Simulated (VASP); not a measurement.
KF: relaxation of the atoms with LDA

KF:

```
K F
1.0
     3.08323   -0.00771   -0.00771
    -0.00771    3.08323   -0.00771
    -0.00771   -0.00771    3.08323
K F
1 1
Direct
  0.00000 0.00000 0.00000
  0.50000 0.50000 0.50000
```

This cell differs from its parent crystal: equal xy, yz and zx engineering shears of -0.5 %.

```yaml
Program: VASP 6.6.1
Task: relaxation of the atoms
Functional: LDA
Potentials_or_basis: VASP PAW LDA potentials, release 64 (K_sv, F)
Cutoff: 520 eV
k_mesh: 8 × 8 × 8
Occupations: gaussian, width 0.01 eV
Spin: no spin polarisation
Dipole_correction: no
Further_INCAR_settings: ALGO = Normal; EDIFF = 1e-06; IBRION = 2; EDIFFG = -0.002; NSW = 50
```

The pressure after relaxing is 0.4 GPa and the band gap on the k mesh is 7.20 eV, direct.

Stress tensor (GPa, compression positive):
```
0.36 0.09 0.09
0.09 0.36 0.09
0.09 0.09 0.36
```

Final structure:
```
CELL_PARAMETERS angstrom
3.08323 -0.00771 -0.00771
-0.00771 3.08323 -0.00771
-0.00771 -0.00771 3.08323
ATOMIC_POSITIONS crystal
K 0.00000 0.00000 0.00000
F 0.50000 0.50000 0.50000
```

Levels at points of the mesh, in eV from the valence-band top:
```
           k point  band 6  band 7  band 8  band 9  band 10  band 11
(0.00, 0.00, 0.00)    0.00    0.00    0.00    7.20     8.23     8.23
(0.50, 0.00, 0.00)   -1.54   -0.24   -0.22    9.44    10.25    12.33
(0.50, 0.50, 0.00)   -0.64   -0.63    0.00    8.70     9.32    12.44
(0.50, 0.50, 0.50)   -1.42   -1.42   -1.42   11.06    11.06    11.15
```

Wall time 7.1 s on 1 thread of Intel(R) Xeon(R) Platinum 8488C (Sapphire Rapids), on a shared host, peak memory 0.14 GiB.

Caveat: the cell differs from its parent crystal (equal xy, yz and zx engineering shears of -0.5 %); the relaxation stopped at its first step, so nothing moved. A k mesh can miss the band edges.
